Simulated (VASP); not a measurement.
Set up this calculation in VASP 6.6.1, as the native input.

- Task: relaxation of cell and atoms
- Functional: PBE
- Potentials or basis: VASP PAW PBE potentials, release 64 (Cd, P)
- Cutoff: 600 eV
- k mesh: 4 × 4 × 4
- Occupations: gaussian, width 0.1 eV
- Spin: no spin polarisation
- Dipole correction: no
- Further INCAR settings: ALGO = Normal; EDIFF = 1e-06; IBRION = 2; EDIFFG = -0.04; NSW = 90; ISIF = 3

The structure of Cd2P lies in POSCAR:

```
Cd2P
1.0
    0.0000000000      3.4123710400      3.4123710400
    3.4123710400      0.0000000000      3.4123710400
    3.4123710400      3.4123710400      0.0000000000
Cd P
2 1
Direct
    0.2500000000      0.2500000000      0.2500000000
    0.7500000000      0.7500000000      0.7500000000
    0.5000000000      0.5000000000      0.5000000000
```

The input as run:

INCAR

```
PREC = Accurate
ENCUT = 600
EDIFF = 1E-6
ISMEAR = 0
SIGMA = 0.1
LREAL = False
LASPH = True
NELM = 100
ALGO = Normal
ISIF = 3
LWAVE = False
LCHARG = False
GGA = PE
IBRION = 2
NSW = 90
EDIFFG = -0.04
```

KPOINTS

```
Automatic mesh
0
Gamma
  4 4 4
```

Potentials or basis: VASP PAW PBE potentials, release 64 (Cd, P).

Command:

```bash
$ cat potpaw_PBE.64/Cd/POTCAR potpaw_PBE.64/P/POTCAR > POTCAR
$ mpirun -np 1 vasp_std > vasp.out
```

It gave:

```yaml
Relaxed_volume: 23.51 Å³/atom
Relaxed_cell: a = 4.637 Å, b = 4.637 Å, c = 4.637 Å, α = 60.00°, β = 60.00°, γ = 60.00°
Space_group_after_relaxing_to_0.05_Å: Fm-3m (No. 225)
Energy_gained_by_relaxing: 49.2 meV/atom
Ionic_steps: 3
Pressure_after_relaxing: 0.0 GPa
```

Caveat: the k points lie up to 0.41 Å⁻¹ apart in the final cell.

It took 27 s on 1 thread of AMD EPYC 9R45 96-Core Processor (Zen 5), with other jobs on the host, peak memory 0.21 GiB.
